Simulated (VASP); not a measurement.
# Mo (Im-3m) in VASP: notebook

Mo is run at these levels: PBE; tasks: single point.

All numbers are computed with VASP 6.6.1; they aren't measurements. Logs are shortened: lines on timing, memory, paths and dates and some standing lists are left out, and cuts for length are marked.

## (1) The cell of the first run

The structure is cubic, space group Im-3m (No. 229). Conventional cell: a = 3.061 Å, b = 3.061 Å, c = 3.061 Å, α = 90.00°, β = 90.00°, γ = 90.00°. Within 3.5 Å of Mo (site symmetry m-3m) lie 14 Mo at 2.65 to 3.06 Å.

## (2) Single point, PBE

The input, INCAR:

```
SYSTEM = Mo
  PREC = Accurate
  ENCUT = 520
  EDIFF = 1E-6
  ISMEAR = 1
  SIGMA = 0.15
  LREAL = .FALSE.
  LASPH = .TRUE.
  NELM = 80
  ALGO = Normal
  ISIF = 2
  LWAVE = .FALSE.
  LCHARG = .FALSE.
  GGA = PE
  NBANDS = 13
```

The input, KPOINTS:

```
regular mesh
0
G
  13 13 13
  0 0 0
```

The input, POSCAR:

```
Mo
1.0
   -1.5302858480      1.5302858480      1.5302858480
    1.5302858480     -1.5302858480      1.5302858480
    1.5302858480      1.5302858480     -1.5302858480
Mo
1
Direct
    0.0000000000      0.0000000000      0.0000000000
```

Potentials or basis: VASP PAW PBE potentials, release 64 (Mo_sv).

Run with:

```sh
$ cat potpaw_PBE.64/Mo_sv/POTCAR > POTCAR
$ mpirun -np 1 vasp_std > vasp.out
```

OUTCAR:

```text
SYSTEM = Mo
   PREC = Accurate
   ENCUT = 520
   EDIFF = 1E-6
   ISMEAR = 1
   LREAL = .FALSE.
   LASPH = .TRUE.
   NELM = 80
   ISIF = 2
   GGA = PE

 ion  position               nearest neighbor table
   1  0.000  0.000  0.000-

  LATTYP: Found a body centered cubic cell.
 ALAT       =     3.0605716960

  Lattice vectors:

 A1 = (  -1.5302858480,   1.5302858480,   1.5302858480)
 A2 = (   1.5302858480,  -1.5302858480,   1.5302858480)
 A3 = (   1.5302858480,   1.5302858480,  -1.5302858480)

Analysis of symmetry for initial positions (statically):
=====================================================================
 Subroutine PRICEL returns:
 Original cell was already a primitive cell.

 Routine SETGRP: Setting up the symmetry group for a
 body centered cubic supercell.

 Subroutine GETGRP returns: Found 48 space group operations
[... 9 lines left out ...]

 Routine SETGRP: Setting up the symmetry group for a
 body centered cubic supercell.

 Subroutine GETGRP returns: Found 48 space group operations
[... 11 lines left out ...]
                                     Primitive cell

  volume of cell :      14.3343

  direct lattice vectors                    reciprocal lattice vectors
    -1.530285848  1.530285848  1.530285848     0.000000000  0.326736342  0.326736342
     1.530285848 -1.530285848  1.530285848     0.326736342  0.000000000  0.326736342
     1.530285848  1.530285848 -1.530285848     0.326736342  0.326736342  0.000000000

  length of vectors
     2.650532839  2.650532839  2.650532839     0.462074966  0.462074966  0.462074966

  position of ions in fractional coordinates (direct lattice)
     0.000000000  0.000000000  0.000000000

  ion indices of the primitive-cell ions
   primitive index   ion index
                 1           1

----------------------------------------------------------------------------------------

 KPOINTS: regular mesh

Automatic generation of k-mesh.
 Grid dimensions read from file:
 generate k-points for:   13   13   13

 Generating k-lattice:

  Cartesian coordinates                     Fractional coordinates (reciprocal lattice)
     0.000000000  0.025133565  0.025133565     0.076923077  0.000000000  0.000000000
     0.025133565  0.000000000  0.025133565     0.000000000  0.076923077  0.000000000
     0.025133565  0.025133565  0.000000000     0.000000000  0.000000000  0.076923077

  Length of vectors
     0.035544228  0.035544228  0.035544228

  Shift w.r.t. Gamma in fractional coordinates (k-lattice)
     0.000000000  0.000000000  0.000000000

 Subroutine IBZKPT returns following result:
 ===========================================

 Found     84 irreducible k-points:

 Following reciprocal coordinates:
            Coordinates               Weight
  0.000000  0.000000  0.000000      1.000000
  0.076923  0.000000  0.000000     12.000000
  0.153846  0.000000  0.000000     12.000000
  0.230769  0.000000  0.000000     12.000000
  0.307692  0.000000  0.000000     12.000000
  0.384615  0.000000  0.000000     12.000000
[... 16 lines left out ...]
  0.153846  0.076923  0.076923     24.000000
  0.230769  0.076923  0.076923     24.000000
 [... further k-points ...]
   k-points           NKPTS =     84   k-points in BZ     NKDIM =     84   number of bands    NBANDS=     13
   number of dos      NEDOS =    301   number of ions     NIONS =      1
   total plane-waves  NPLWV =   8000
   dimension x,y,z NGX =    20 NGY =   20 NGZ =   20
   dimension x,y,z NGXF=    40 NGYF=   40 NGZF=   40
   ions per type =               1
   NGX,Y,Z   is equivalent  to a cutoff of  12.54, 12.54, 12.54 a.u.
   NGXF,Y,Z  is equivalent  to a cutoff of  25.09, 25.09, 25.09 a.u.
 SYSTEM =  Mo
   PREC   = accura    normal or accurate (medium, high low for compatibility)
   ISTART =      0    job   : 0-new  1-cont  2-samecut
   ICHARG =      2    charge: 1-file 2-atom 10-const
   ISPIN  =      1    spin polarized calculation?
   LNONCOLLINEAR =      F non collinear calculations
   LSORBIT =      F    spin-orbit coupling
   LASPH  =      T    aspherical Exc in radial PAW
   ENCUT  =  520.0 eV  38.22 Ry    6.18 a.u.   4.93  4.93  4.93*2*pi/ulx,y,z
   NELM   =     80;   NELMIN=  2; NELMDL= -5     # of ELM steps
   EDIFF  = 0.1E-05   stopping-criterion for ELM
   LREAL  =      F    real-space projection
   EDIFFG = 0.1E-04   stopping-criterion for IOM
   NSW    =      0    number of steps for IOM
   IBRION =     -1    ionic relax: 0-MD 1-quasi-New 2-CG
   NFREE  =      0    steps in history (QN), initial steepest desc. (CG)
   ISIF   =      2    stress and relaxation
   ISYM   =      2    0-nonsym 1-usesym 2-fastsym
   POTIM  = 0.5000    time-step for ionic-motion
   TEBEG  =    0.0;   TEEND  =   0.0 temperature during run
   PSTRESS=    0.0 pullay stress
   NELECT =      14.0000    total number of electrons
   NUPDOWN=      -1.0000    fix difference up-down
   EMIN   =  10.00;   EMAX   =-10.00  energy-range for DOS
   EFERMI =   0.00;   METHOD = LEGACY
   ISMEAR =     1;   SIGMA  =   0.15  broadening in eV -4-tet -1-fermi 0-gaus
   EFERMI_NEDOS =   21; number of points for ismear=-14 and -15
   IALGO  =     38    algorithm
   IMIX   =      4    mixing-type and parameters
     AMIX     =   0.40;   BMIX     =  1.00
     AMIX_MAG =   1.60;   BMIX_MAG =  1.00
  volume/ion in A,a.u.               =      14.33        96.73
  Fermi-wavevector in a.u.,A,eV,Ry     =   1.624270  3.069426 35.895622  2.638254
  Thomas-Fermi vector in A             =   2.717584
   LORBIT       =      0    0 simple, 1 ext, 2 COOP (PROOUT), +10 PAW based schemes
   GGA     = PE    functional components
   LHFCALC =     F    Hartree Fock is set to
   AEXX    =    0.0000 exact exchange contribution
   IVDW    =     0    specifies the selected vdW correction
   LEPSILON=     F    determine dielectric tensor
   LRPA    =     F    only Hartree local field effects (RPA)
 non-spin polarized calculation
 Methfessel and Paxton  Order N= 1 SIGMA  =   0.15
  energy-cutoff  :      520.00
  volume of cell :       14.33
 maximum number of plane-waves:       398
   NGX =  9   NGY =  9   NGZ =  9

 number of electron      14.0000000 magnetization

 Free energy of the ion-electron system (eV)
  ---------------------------------------------------
  ext. energy  EPLUGINS =         0.00000000
  ---------------------------------------------------
  free energy    TOTEN  =       -10.80628919 eV

  energy without entropy =      -10.80479222  energy(sigma->0) =      -10.80579020

 E-fermi :  14.1874     XC(G=0): -13.8860

 val. band max:       14.1635667498   @ k =  -0.2308   0.3077   0.0769
 cond. band min:      14.2078483577   @ k =  -0.3846   0.3846   0.2308
 fundamental gap:      0.0442816078
 Fermi energy:        14.1873792732

 k-point     1 :       0.0000    0.0000    0.0000
  band No.  band energies     occupation
      1     -47.2722      2.00000
      2     -20.3073      2.00000
      3     -20.3073      2.00000
      4     -20.3073      2.00000
      5       6.5435      2.00000
      6      12.4951      2.00000
      7      12.4951      2.00000
      8      12.4951      2.00000
      9      15.8569     -0.00000
     10      15.8569     -0.00000
     11      28.9853      0.00000
     12      28.9853      0.00000
     13      28.9853      0.00000

 k-point     2 :       0.0769    0.0000    0.0000
  band No.  band energies     occupation
      1     -47.2514      2.00000
      2     -20.4209      2.00000
      3     -20.3417      2.00000
      4     -20.3084      2.00000
      5       6.8307      2.00000
      6      12.3273      2.00000
      7      12.4642      2.00000
      8      12.7708      2.00000
      9      15.6098     -0.00000
     10      15.8597     -0.00000
     11      29.2109      0.00000
     12      29.4735      0.00000
     13      29.6067      0.00000

 k-point     3 :       0.1538    0.0000    0.0000
  band No.  band energies     occupation
      1     -47.1934      2.00000
      2     -20.7295      2.00000
      3     -20.4361      2.00000
      4     -20.3114      2.00000
      5       7.5900      2.00000
      6      11.8939      2.00000
      7      12.3263      2.00000
      8      13.5759      2.00000
      9      15.2304     -0.00000
     10      15.8907     -0.00000
     11      29.6346      0.00000
     12      30.8603      0.00000
     13      30.9161      0.00000

 k-point     4 :       0.2308    0.0000    0.0000
  band No.  band energies     occupation
      1     -47.1106      2.00000
      2     -21.1498      2.00000
      3     -20.5667      2.00000
      4     -20.3159      2.00000
      5       8.4245      2.00000
      6      11.3462      2.00000
      7      12.2781      2.00000
      8      14.8408     -0.00000
      9      15.2121     -0.00000
     10      15.9947     -0.00000
     11      29.4449      0.00000
     12      31.4076      0.00000
     13      32.9669      0.00000

 k-point     5 :       0.3077    0.0000    0.0000
  band No.  band energies     occupation
      1     -47.0214      2.00000
      2     -21.5794      2.00000
      3     -20.7025      2.00000
      4     -20.3207      2.00000
      5       8.6740      2.00000
      6      10.8270      2.00000
      7      13.0246      2.00000
      8      15.5345     -0.00000
      9      16.1915     -0.00000
     10      16.4294     -0.00000
     11      28.3099      0.00000
     12      30.2380      0.00000
     13      35.5852      0.00000
[... 257 lines left out ...]
 k-point    22 :       0.0769    0.0769    0.0769
  band No.  band energies     occupation
      1     -47.1592      2.00000
      2     -20.9351      2.00000
      3     -20.3887      2.00000
      4     -20.3887      2.00000
      5       8.0610      2.00000
      6      11.7300      2.00000
      7      11.7300      2.00000
      8      14.4999     -0.01209
      9      15.5854     -0.00000
     10      15.5854     -0.00000
     11      30.0978      0.00000
     12      31.0917      0.00000
     13      31.0917      0.00000

 k-point    23 :       0.1538    0.0769    0.0769
  band No.  band energies     occupation
      1     -47.0839      2.00000
      2     -21.2845      2.00000
      3     -20.5304      2.00000
      4     -20.4014      2.00000
      5       8.9462      2.00000
      6      11.1877      2.00000
      7      11.4718      2.00000
      8      15.4656     -0.00000
      9      15.9267     -0.00000
     10      16.0346     -0.00000
     11      30.1924      0.00000
     12      31.1708      0.00000
     13      31.7665      0.00000

 k-point    24 :       0.2308    0.0769    0.0769
  band No.  band energies     occupation
      1     -47.0030      2.00000
      2     -21.6181      2.00000
      3     -20.7072      2.00000
      4     -20.4151      2.00000
      5       9.2667      2.00000
      6      10.7274      2.00000
      7      12.0494      2.00000
      8      15.6432     -0.00000
      9      16.2304     -0.00000
     10      17.8282      0.00000
     11      28.9038      0.00000
     12      30.0169      0.00000
     13      33.7648      0.00000

 [... further k-points ...]
[... 5 lines left out ...]
  --------------------------------------------------------------------------------------
  -------------------------------------------------------------------------------------
  Total        2.7849067      2.7849067      2.7849067     -0.0000000      0.0000000     -0.0000000
  in kB      311.2745042    311.2745042    311.2745042     -0.0000000      0.0000000     -0.0000000
  external PRESSURE =     311.2745042 kB  Pullay stress =       0.0000000 kB

 VOLUME and BASIS-vectors are now :
 -----------------------------------------------------------------------------
  energy-cutoff  :      520.00
  volume of cell :       14.33
      direct lattice vectors                 reciprocal lattice vectors
    -1.530285848  1.530285848  1.530285848     0.000000000  0.326736342  0.326736342
     1.530285848 -1.530285848  1.530285848     0.326736342  0.000000000  0.326736342
     1.530285848  1.530285848 -1.530285848     0.326736342  0.326736342  0.000000000

 POSITION                                       TOTAL-FORCE (eV/Angst)
 -----------------------------------------------------------------------------------
      0.00000      0.00000      0.00000        -0.000000      0.000000     -0.000000
 -----------------------------------------------------------------------------------
    total drift:                                0.000000     -0.000000      0.000000

  FREE ENERGIE OF THE ION-ELECTRON SYSTEM (eV)
  ---------------------------------------------------
  free  energy   TOTEN  =       -10.8062891871 eV

  energy  without entropy=      -10.8047922156  energy(sigma->0) =      -10.80579020
```

Wall time 8.6 s (1 thread of AMD EPYC 7R13 (Zen 3), shared host); peak memory 0.1 GiB.

What came out:

```yaml
Free_energy: -10.8063 eV
Pressure: 31.1 GPa
Band_gap_on_the_k_mesh: zero (band 7 reaches 18.10 eV, above the bottom of band 8 at 12.50 eV)
```

## (3) Single point, PBE

This run uses another cell than the first one, of 14.75 Å³/atom, 1.029 times its volume.

The input, INCAR:

```
PREC = Accurate ; ENCUT = 520
EDIFF = 1E-6 ; ISMEAR = 1
SIGMA = 0.15 ; LREAL = F
LASPH = T ; NELM = 60
ALGO = Normal ; ISIF = 2
LWAVE = F ; LCHARG = T
GGA = PE ; LELF = T
LVHAR = T ; NBANDS = 13
```

The input, KPOINTS:

```
Automatic mesh
0
Gamma
  13 13 13
```

The input, POSCAR:

```
Mo
1.0
   -1.5449306216      1.5449306216      1.5449306216
    1.5449306216     -1.5449306216      1.5449306216
    1.5449306216      1.5449306216     -1.5449306216
Mo
1
Direct
    0.0000000000      0.0000000000      0.0000000000
```

Potentials or basis: VASP PAW PBE potentials, release 64 (Mo_sv).

Run with:

```sh
$ cat potpaw_PBE.64/Mo_sv/POTCAR > POTCAR
$ mpirun -np 1 vasp_std > vasp.out
```

It took 9.2 s on 1 thread of AMD EPYC 7R13 (Zen 3), shared host; peak memory 0.1 GiB.

The run converged. Its results:

```
Free energy            : -10.8732 eV
Pressure               : 20.6 GPa
Band gap on the k mesh : zero (band 7 reaches 17.46 eV, above the bottom of band 8 at 12.07 eV)
```

Levels at points of the mesh, in eV from the Fermi level:
| k point | band 3 | band 4 | band 5 | band 6 | band 7 | band 8 | band 9 | band 10 | band 11 | band 12 |
| --- | --- | --- | --- | --- | --- | --- | --- | --- | --- | --- |
| (0.00, 0.00, 0.00) | -34.56 | -34.56 | -7.57 | -1.63 | -1.63 | -1.63 | 1.62 | 1.62 | 14.76 | 14.76 |
